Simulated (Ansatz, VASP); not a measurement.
# Two plane-wave programs on Si2Sn

```
Si Sn
1.0
     3.70097    0.00000    0.00000
    -1.85048    3.20513    0.00000
     0.00000    0.00000   10.94095
Si Sn
4 2
Direct
  0.33333 0.66667 0.04753
  0.33333 0.66667 0.45247
  0.66667 0.33333 0.95247
  0.66667 0.33333 0.54753
  0.33333 0.66667 0.75000
  0.66667 0.33333 0.25000
```

Alike in both runs: functional PBE; k mesh 12 × 12 × 4; occupations gaussian, width 0.1 eV; no spin polarisation.

Ansatz relaxed the structure, and its values are those at the end. VASP's run is a single point on that final structure, the one shown.

```csv
,VASP,Ansatz
version,VASP 6.6.1,Ansatz 0.2.0
potentials or method,"VASP PAW PBE potentials, release 64 (Si, Sn_d), cutoff 520 eV","scalar-relativistic, plane waves, PAW"
valence electrons in the cell,44,44
```

VASP gave:

| Quantity | Value |
| --- | --- |
| gap on the k mesh at the Fermi level (eV) | none |
| pressure (GPa) | -0.1 |
| rms of the force components (eV/Å) | 0.004 |

Task: What did Ansatz give for the same quantities?

Result: gap on the k mesh at the Fermi level (eV): none; pressure (GPa): 0.0; rms of the force components (eV/Å): 0.000.

A gap of «none» marks a metal or a gap that the smearing closes. With one functional, cell and mesh, what is left measures potentials, basis and numerics.
